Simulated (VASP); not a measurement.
A run of VASP 6.6.1 is set up as follows.

File POSCAR:

```
BAs
1.0
    2.9570103300      0.0000000000      0.0000000000
    0.0000000000      2.9570103300      0.0000000000
    0.0000000000      0.0000000000      2.9570103300
B As
1 1
Direct
    0.5000000000      0.5000000000      0.5000000000
    0.0000000000      0.0000000000      0.0000000000
```

The input INCAR.step1:

```
SYSTEM = BAs
  ALGO = Normal
  EDIFF = 1E-5
  ENCUT = 520
  GGA = PE
  ISIF = 2
  ISMEAR = -1
  LASPH = .TRUE.
  LREAL = .FALSE.
  LWAVE = .TRUE.
  NBANDS = 11
  NELM = 100
  PREC = Accurate
  SIGMA = 0.05
```

Contents of INCAR.step2:

```
SYSTEM = BAs
  AEXX = 0.25
  ALGO = Normal
  EDIFF = 1E-7
  ENCUT = 520
  GGA = PE
  HFSCREEN = 0.2
  ISIF = 2
  ISMEAR = -1
  ISTART = 1
  LASPH = .TRUE.
  LCHARG = .TRUE.
  LELF = .TRUE.
  LHFCALC = .TRUE.
  LREAL = .FALSE.
  LVHAR = .TRUE.
  LWAVE = .FALSE.
  NBANDS = 11
  NELM = 100
  PREC = Accurate
  PRECFOCK = Normal
  SIGMA = 0.05
```

File KPOINTS:

```
k-points
0
G
  5 5 5
  0 0 0
```

Potentials or basis: VASP PAW PBE potentials, release 64 (B, As).

Run with:

```console
$ cat potpaw_PBE.64/B/POTCAR potpaw_PBE.64/As/POTCAR > POTCAR
$ cp INCAR.step1 INCAR
$ mpirun -np 1 vasp_std > vasp.out
$ cp INCAR.step2 INCAR
$ mpirun -np 1 vasp_std > vasp.out
```

Estimate the pressure.

-9.0 GPa.

What does it give for the band gap on the k mesh?

Zero (bands 4 and 5 overlap by 4.12 eV).

Caveat: the k points lie up to 0.42 Å⁻¹ apart, too coarse for converged energies and pressures of a metal; the PAW data sets were made with another functional, which shifts forces and pressure a little.
